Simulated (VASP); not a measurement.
Here is a VASP 6.6.1 calculation.

Contents of INCAR:

```
SYSTEM = TaN
ALGO = Normal
EDIFF = 1E-6
ENCUT = 520
GGA = PS
ISIF = 2
ISMEAR = 0
LASPH = .True.
LCHARG = .True.
LELF = .True.
LREAL = .False.
LVHAR = .True.
LWAVE = .False.
NBANDS = 15
NELM = 100
PREC = Accurate
SIGMA = 0.1
```

File KPOINTS:

```
k-points
0
Gamma
  24 24 18
  0 0 0
```

File POSCAR:

```
TaN
1.0
    2.9678488804      0.0000000000      0.0000000000
   -1.4839244402      2.5702325250      0.0000000000
    0.0000000000      0.0000000000      2.8554432849
Ta N
1 1
Direct
    0.3333333333      0.6666666667      0.5000000000
    0.0000000000      0.0000000000      0.0000000000
```

Potentials or basis: VASP PAW PBE potentials, release 64 (Ta_pv, N).

Run with:

```sh
$ cat potpaw_PBE.64/Ta_pv/POTCAR potpaw_PBE.64/N/POTCAR > POTCAR
$ mpirun -np 1 vasp_std > vasp.out
```

Q: What does it give for the pressure?

A: -7.1 GPa.

Q: Estimate the band gap on the k mesh.

A: Zero (bands 8 and 9 overlap by 0.34 eV).

Stress tensor (GPa, compression positive):
```
-11.04   0.00   0.00
  0.00 -11.04   0.00
  0.00   0.00   0.87
```

Caveat: the cell differs from its parent crystal (biaxial strain in the a-b plane: +1.5 %, then relaxed in part); the cell stands under tension; the PAW data sets were made with another functional, which shifts forces and pressure a little; spin-orbit coupling is left out, which moves the levels of the heavy elements.
